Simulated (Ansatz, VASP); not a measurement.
Sn3C in VASP and in Ansatz

INCAR

```
ALGO = Normal
EDIFF = 1E-6
ENCUT = 520
GGA = PE
ISIF = 2
ISMEAR = 0
LASPH = True
LCHARG = False
LREAL = False
LWAVE = False
NBANDS = 31
NELM = 60
PREC = Accurate
SIGMA = 0.1
```

KPOINTS

```
k-points
0
Gamma
  4 4 4
```

Contents of POSCAR:

```
Sn3C
1.0
    4.3587340124      0.0000000000      0.0000000000
    0.0000000000      4.3587340124      0.0000000000
    0.0000000000      0.0000000000      4.3587340124
Sn C
3 1
Direct
    0.0000000000      0.5000000000      0.5000000000
    0.5000000000      0.0000000000      0.5000000000
    0.5000000000      0.5000000000      0.0000000000
    0.0000000000      0.0000000000      0.0000000000
```

Input for Ansatz:

```yaml
crystal:
  lattice:
    - [4.3587340124, 0.0, 0.0]
    - [0.0, 4.3587340124, 0.0]
    - [0.0, 0.0, 4.3587340124]
  atoms:
    - { symbol: Sn, position: [0.0, 0.5, 0.5] }
    - { symbol: Sn, position: [0.5, 0.0, 0.5] }
    - { symbol: Sn, position: [0.5, 0.5, 0.0] }
    - { symbol: C, position: [0.0, 0.0, 0.0] }
basis:
  ecutwfc: 420
kpoints:
  mp_grid: { grid: [4, 4, 4] }
hamiltonian:
  xc: pbe
scf:
  occupations: { method: gaussian, width: 0.1 }
  lower_state_search: "off"
output:
  forces: true
  stress: true
  eigenvalues: true
```

Alike in both runs: task single point; functional PBE; k mesh 4 × 4 × 4; occupations gaussian, width 0.1 eV; no spin polarisation.

|  | VASP | Ansatz |
| --- | --- | --- |
| version | VASP 6.6.1 | Ansatz 0.2.0 |
| potentials or method | VASP PAW PBE potentials, release 64 (Sn_d, C), cutoff 520 eV | scalar-relativistic, plane waves, PAW |
| valence electrons in the cell | 46 | 46 |

```csv
,VASP,Ansatz,Ansatz less VASP
gap on the k mesh at the Fermi level (eV),none,none,-
pressure (GPa),6.5,6.6,+0.08
```

A gap of «none» marks a metal or a gap that the smearing closes.

The k mesh is coarse, so the values compare programs but aren't converged.
